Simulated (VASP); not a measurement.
# TiO2 (I-42d) in VASP: single point with r2SCAN+rVV10

Aim: the single point of TiO2 with r2SCAN+rVV10.

Program: VASP 6.6.1. These are calculated values, not measurements. Logs are shortened: lines on timing, memory, paths and dates and some standing lists are left out, and cuts for length are marked.

## (1) The cell of the first run

The typed cell holds 6 atoms: a = 5.896 Å, b = 5.896 Å, c = 5.896 Å, α = 120.01°, β = 120.01°, γ = 89.98°.

## (2) Single point, r2SCAN+rVV10

File POSCAR:

```
TiO2
1.0
   -2.9475028501      2.9475028501      4.1701896691
    2.9475028501     -2.9475028501      4.1701896691
    2.9475028501      2.9475028501     -4.1701896691
Ti O
2 4
Direct
    0.0000000000      0.0000000000      0.0000000000
    0.7500000000      0.2500000000      0.5000000000
    0.3750000000      0.1243322215      0.2493322215
    0.8743322215      0.6250000000      0.7493322215
    0.8756677785      0.1250000000      0.2506677785
    0.8750000000      0.1256677785      0.7506677785
```

File INCAR.step1:

```
PREC     = Accurate       # precision mode
ENCUT    = 520            # plane-wave cutoff, eV
ISMEAR   = -1             # smearing method
SIGMA    = 0.03           # smearing width, eV
LREAL    = F              # projectors in reciprocal space
LASPH    = T              # aspherical terms in the spheres
NELM     = 100            # most SCF steps
NBANDS   = 33             # bands
GGA      = PE             # functional
ALGO     = Normal         # electronic algorithm
EDIFF    = 1E-4           # SCF threshold, eV
LWAVE    = T              # write WAVECAR
LCHARG   = F              # write CHGCAR
```

File INCAR.step2:

```
PREC     = Accurate       # precision mode
ENCUT    = 520            # plane-wave cutoff, eV
EDIFF    = 1E-6           # SCF threshold, eV
ISMEAR   = -1             # smearing method
SIGMA    = 0.03           # smearing width, eV
LREAL    = F              # projectors in reciprocal space
LASPH    = T              # aspherical terms in the spheres
NELM     = 100            # most SCF steps
ALGO     = Normal         # electronic algorithm
ISIF     = 2              # what is computed and relaxed
LWAVE    = F              # write WAVECAR
LCHARG   = T              # write CHGCAR
METAGGA  = R2SCAN         # meta-GGA
LMIXTAU  = T            
LUSE_VDW = T            
IVDW_NL  = 2            
BPARAM   = 11.95        
CPARAM   = 0.0093       
LELF     = T              # ELF
LVHAR    = T            
NBANDS   = 33             # bands
ISTART   = 1
```

File KPOINTS:

```
regular mesh
0
Gamma
  6 6 6
```

Potentials or basis: VASP PAW PBE potentials, release 64 (Ti_sv, O).

The run is started by

```
$ cat potpaw_PBE.64/Ti_sv/POTCAR potpaw_PBE.64/O/POTCAR > POTCAR
$ cp INCAR.step1 INCAR
$ mpirun -np 1 vasp_std > vasp.out
$ cp INCAR.step2 INCAR
$ mpirun -np 1 vasp_std > vasp.out
```

OUTCAR:

```text
PREC = Accurate
   ENCUT = 520
   EDIFF = 1E-6
   ISMEAR = -1
   LREAL = F
   LASPH = T
   NELM = 100
   ISIF = 2
   METAGGA = R2SCAN
   IVDW_NL = 2
   BPARAM = 11.95
   ISTART = 1

 ion  position               nearest neighbor table
   1  0.000  0.000  0.000-   6 1.81   4 1.81   5 1.81   3 1.81
   2  0.750  0.250  0.500-   5 1.81   4 1.81   3 1.81   6 1.81
   3  0.375  0.124  0.249-   1 1.81   2 1.81
   4  0.874  0.625  0.749-   1 1.81   2 1.81
   5  0.876  0.125  0.251-   2 1.81   1 1.81
   6  0.875  0.126  0.751-   1 1.81   2 1.81

  LATTYP: Found a body centered tetragonal cell.
 ALAT       =     5.8950057002
 C/A-ratio  =     1.4148212508

  Lattice vectors:

 A1 = (  -2.9475028501,   2.9475028501,   4.1701896691)
 A2 = (   2.9475028501,  -2.9475028501,   4.1701896691)
 A3 = (   2.9475028501,   2.9475028501,  -4.1701896691)

Analysis of symmetry for initial positions (statically):
=====================================================================
 Subroutine PRICEL returns:
 Original cell was already a primitive cell.

 Routine SETGRP: Setting up the symmetry group for a
 body centered tetragonal supercell.

 Subroutine GETGRP returns: Found  8 space group operations
 (whereof  4 operations were pure point group operations)
 out of a pool of 16 trial point group operations.

The static configuration has the point symmetry S_4 .
 The point group associated with its full space group is D_2d.

Analysis of symmetry for dynamics (positions and initial velocities):
=====================================================================
 Subroutine PRICEL returns:
 Original cell was already a primitive cell.

 Routine SETGRP: Setting up the symmetry group for a
 body centered tetragonal supercell.

 Subroutine GETGRP returns: Found  8 space group operations
 (whereof  4 operations were pure point group operations)
 out of a pool of 16 trial point group operations.

The dynamic configuration has the point symmetry S_4 .
 The point group associated with its full space group is D_2d.

 Subroutine INISYM returns: Found  8 space group operations
 (whereof  4 operations are pure point group operations),
 and found     1 'primitive' translations

----------------------------------------------------------------------------------------

                                     Primitive cell

  volume of cell :     144.9186

  direct lattice vectors                    reciprocal lattice vectors
    -2.947502850  2.947502850  4.170189669     0.000000000  0.169635120  0.119898623
     2.947502850 -2.947502850  4.170189669     0.169635120  0.000000000  0.119898623
     2.947502850  2.947502850 -4.170189669     0.169635120  0.169635120  0.000000000

  length of vectors
     5.896272380  5.896272380  5.896272380     0.207730002  0.207730002  0.239900288

  position of ions in fractional coordinates (direct lattice)
     0.000000000  0.000000000  0.000000000
     0.750000000  0.250000000  0.500000000
     0.375000000  0.124332221  0.249332221
     0.874332221  0.625000000  0.749332221
     0.875667779  0.125000000  0.250667779
     0.875000000  0.125667779  0.750667779

  ion indices of the primitive-cell ions
   primitive index   ion index
                 1           1
                 2           2
                 3           3
                 4           4
                 5           5
                 6           6

----------------------------------------------------------------------------------------

 KPOINTS: regular mesh

Automatic generation of k-mesh.
 Grid dimensions read from file:
 generate k-points for:    6    6    6

 Generating k-lattice:

  Cartesian coordinates                     Fractional coordinates (reciprocal lattice)
     0.000000000  0.028272520  0.019983104     0.166666667 -0.000000000  0.000000000
     0.028272520  0.000000000  0.019983104    -0.000000000  0.166666667  0.000000000
     0.028272520  0.028272520  0.000000000     0.000000000  0.000000000  0.166666667

  Length of vectors
     0.034621667  0.034621667  0.039983381

  Shift w.r.t. Gamma in fractional coordinates (k-lattice)
     0.000000000  0.000000000  0.000000000

 Subroutine IBZKPT returns following result:
 ===========================================

 Found     30 irreducible k-points:

 Following reciprocal coordinates:
            Coordinates               Weight
  0.000000  0.000000  0.000000      1.000000
  0.166667  0.000000  0.000000      8.000000
  0.333333  0.000000 -0.000000      8.000000
  0.500000  0.000000 -0.000000      4.000000
  0.166667  0.166667 -0.000000      8.000000
  0.333333  0.166667 -0.000000     16.000000
[... 16 lines left out ...]
 -0.333333 -0.333333  0.166667      8.000000
 -0.166667 -0.333333  0.166667      8.000000
 [... further k-points ...]
   k-points           NKPTS =     30   k-points in BZ     NKDIM =     30   number of bands    NBANDS=     33
   number of dos      NEDOS =    301   number of ions     NIONS =      6
   total plane-waves  NPLWV = 110592
   dimension x,y,z NGX =    48 NGY =   48 NGZ =   48
   dimension x,y,z NGXF=    96 NGYF=   96 NGZF=   96
   ions per type =               2   4
   NGX,Y,Z   is equivalent  to a cutoff of  13.53, 13.53, 13.53 a.u.
   NGXF,Y,Z  is equivalent  to a cutoff of  27.07, 27.07, 27.07 a.u.
 SYSTEM =  unknown system
   PREC   = accura    normal or accurate (medium, high low for compatibility)
   ISTART =      1    job   : 0-new  1-cont  2-samecut
   ICHARG =      0    charge: 1-file 2-atom 10-const
   ISPIN  =      1    spin polarized calculation?
   LNONCOLLINEAR =      F non collinear calculations
   LSORBIT =      F    spin-orbit coupling
   LASPH  =      T    aspherical Exc in radial PAW
   ENCUT  =  520.0 eV  38.22 Ry    6.18 a.u.  10.96 10.96 10.96*2*pi/ulx,y,z
   NELM   =    100;   NELMIN=  2; NELMDL=  0     # of ELM steps
   EDIFF  = 0.1E-05   stopping-criterion for ELM
   LREAL  =      F    real-space projection
   EDIFFG = 0.1E-04   stopping-criterion for IOM
   NSW    =      0    number of steps for IOM
   IBRION =     -1    ionic relax: 0-MD 1-quasi-New 2-CG
   NFREE  =      0    steps in history (QN), initial steepest desc. (CG)
   ISIF   =      2    stress and relaxation
   ISYM   =      2    0-nonsym 1-usesym 2-fastsym
   POTIM  = 0.5000    time-step for ionic-motion
   TEBEG  =    0.0;   TEEND  =   0.0 temperature during run
   PSTRESS=    0.0 pullay stress
   NELECT =      48.0000    total number of electrons
   NUPDOWN=      -1.0000    fix difference up-down
   EMIN   =  10.00;   EMAX   =-10.00  energy-range for DOS
   EFERMI =   0.00;   METHOD = LEGACY
   ISMEAR =    -1;   SIGMA  =   0.03  broadening in eV -4-tet -1-fermi 0-gaus
   EFERMI_NEDOS =   21; number of points for ismear=-14 and -15
   IALGO  =     38    algorithm
   IMIX   =      4    mixing-type and parameters
     AMIX     =   0.40;   BMIX     =  1.00
     AMIX_MAG =   1.60;   BMIX_MAG =  1.00
  volume/ion in A,a.u.               =      24.15       162.99
  Fermi-wavevector in a.u.,A,eV,Ry     =   1.132697  2.140487 17.456314  1.283003
  Thomas-Fermi vector in A             =   2.269399
   LORBIT       =      0    0 simple, 1 ext, 2 COOP (PROOUT), +10 PAW based schemes
   METAGGA = R2SCAN    functional components
   LHFCALC =     F    Hartree Fock is set to
   AEXX    =    0.0000 exact exchange contribution
   IVDW_NL    =     2    kernel type
   BPARAM     =11.9500
   IVDW    =     0    specifies the selected vdW correction
   LEPSILON=     F    determine dielectric tensor
   LRPA    =     F    only Hartree local field effects (RPA)
 non-spin polarized calculation
  energy-cutoff  :      520.00
  volume of cell :      144.92
 maximum number of plane-waves:      3930
 NGX is ok and might be reduce to    48
   NGX = 21   NGY = 21   NGZ = 21

 number of electron      47.9999998 magnetization

 Free energy of the ion-electron system (eV)
  ---------------------------------------------------
  ext. energy  EPLUGINS =         0.00000000
  ---------------------------------------------------
  free energy    TOTEN  =       -67.25885413 eV

  energy without entropy =      -67.25885413  energy(sigma->0) =      -67.25885413

 E-fermi :  -2.1289     XC(G=0):  -6.9861

 val. band max:       -2.8077228628   @ k =   0.5000   0.0000  -0.0000
 cond. band min:       0.9903993153   @ k =   0.0000   0.0000   0.0000
 fundamental gap:      3.7981221781
 Fermi energy:        -2.1288813376

 k-point     1 :       0.0000    0.0000    0.0000
  band No.  band energies     occupation
      1     -60.2974      2.00000
      2     -60.2867      2.00000
      3     -35.6678      2.00000
      4     -35.6678      2.00000
      5     -35.6678      2.00000
      6     -35.5398      2.00000
[... 25 lines left out ...]
     32       3.9838      0.00000
     33       5.6860      0.00000

 k-point     2 :       0.1667    0.0000    0.0000
  band No.  band energies     occupation
      1     -60.2969      2.00000
      2     -60.2872      2.00000
      3     -35.6688      2.00000
      4     -35.6687      2.00000
      5     -35.6627      2.00000
      6     -35.5451      2.00000
[... 25 lines left out ...]
     32       3.9021      0.00000
     33       5.3780      0.00000

 k-point     3 :       0.3333    0.0000   -0.0000
  band No.  band energies     occupation
      1     -60.2956      2.00000
      2     -60.2885      2.00000
      3     -35.6706      2.00000
      4     -35.6706      2.00000
      5     -35.6510      2.00000
      6     -35.5573      2.00000
[... 25 lines left out ...]
     32       3.8950      0.00000
     33       4.6288      0.00000

 k-point     4 :       0.5000    0.0000   -0.0000
  band No.  band energies     occupation
      1     -60.2947      2.00000
      2     -60.2894      2.00000
      3     -35.6715      2.00000
      4     -35.6715      2.00000
      5     -35.6437      2.00000
      6     -35.5648      2.00000
[... 673 lines left out ...]
     32       4.0501      0.00000
     33       4.7661      0.00000

 k-point    23 :      -0.3333   -0.3333    0.1667
  band No.  band energies     occupation
      1     -60.2944      2.00000
      2     -60.2898      2.00000
      3     -35.6743      2.00000
      4     -35.6728      2.00000
      5     -35.6336      2.00000
      6     -35.5751      2.00000
[... 25 lines left out ...]
     32       4.4456      0.00000
     33       4.5046      0.00000

 k-point    24 :      -0.1667   -0.3333    0.1667
  band No.  band energies     occupation
      1     -60.2956      2.00000
      2     -60.2885      2.00000
      3     -35.6717      2.00000
      4     -35.6716      2.00000
      5     -35.6479      2.00000
      6     -35.5604      2.00000
[... 25 lines left out ...]
     32       3.8254      0.00000
     33       4.8582      0.00000

 [... further k-points ...]
[... 5 lines left out ...]
  --------------------------------------------------------------------------------------
  -------------------------------------------------------------------------------------
  Total        0.4703567      0.4703567      0.4612927      0.0000000      0.0000000      0.0000000
  in kB        5.2001237      5.2001237      5.0999149      0.0000000      0.0000000      0.0000000
  external PRESSURE =       5.1667207 kB  Pullay stress =       0.0000000 kB

 VOLUME and BASIS-vectors are now :
 -----------------------------------------------------------------------------
  energy-cutoff  :      520.00
  volume of cell :      144.92
      direct lattice vectors                 reciprocal lattice vectors
    -2.947502850  2.947502850  4.170189669     0.000000000  0.169635120  0.119898623
     2.947502850 -2.947502850  4.170189669     0.169635120  0.000000000  0.119898623
     2.947502850  2.947502850 -4.170189669     0.169635120  0.169635120  0.000000000

 POSITION                                       TOTAL-FORCE (eV/Angst)
 -----------------------------------------------------------------------------------
      0.00000      0.00000      0.00000        -0.000000      0.000000      0.000000
     -0.00000      2.94750      2.08509        -0.000000      0.000000      0.000000
     -0.00394      1.47375      1.04255        -0.000457      0.000000      0.000000
      1.47375      2.94357      3.12764        -0.000000     -0.000457      0.000000
     -1.47375      2.95144      3.12764        -0.000000      0.000457     -0.000000
      0.00394      4.42125      1.04255         0.000457     -0.000000     -0.000000
 -----------------------------------------------------------------------------------
    total drift:                                0.000000      0.000000     -0.000000

  FREE ENERGIE OF THE ION-ELECTRON SYSTEM (eV)
  ---------------------------------------------------
  free  energy   TOTEN  =       -67.2588541332 eV

  energy  without entropy=      -67.2588541332  energy(sigma->0) =      -67.25885413
```

Run time: 20 min. Hardware: 1 thread of Intel Xeon Platinum 8375C at 2.90GHz (Ice Lake), shared host; peak memory 0.8 GiB.

What came out:

- Free energy: -67.2589 eV
- Pressure: 0.5 GPa
- Band gap on the k mesh: 3.80 eV, indirect (the least direct gap lies 2.7 meV higher)

Levels at points of the mesh, in eV from the valence-band top:
| k point | band 22 | band 23 | band 24 | band 25 | band 26 | band 27 |
| --- | --- | --- | --- | --- | --- | --- |
| (0.00, 0.00, 0.00) | 0.00 | 0.00 | 0.00 | 3.80 | 3.80 | 4.71 |
| (0.50, 0.00, 0.00) | -0.67 | -0.67 | 0.00 | 4.22 | 4.22 | 5.80 |
| (0.50, 0.50, 0.00) | -1.43 | -0.38 | -0.38 | 4.70 | 4.70 | 5.58 |
| (0.50, 0.50, 0.50) | -1.43 | -0.38 | -0.38 | 4.70 | 4.70 | 5.57 |

Caveat: the PAW data sets were made with another functional, which shifts forces and pressure a little. r2SCAN opens gaps a little over a GGA but as a rule still falls short of measured ones.
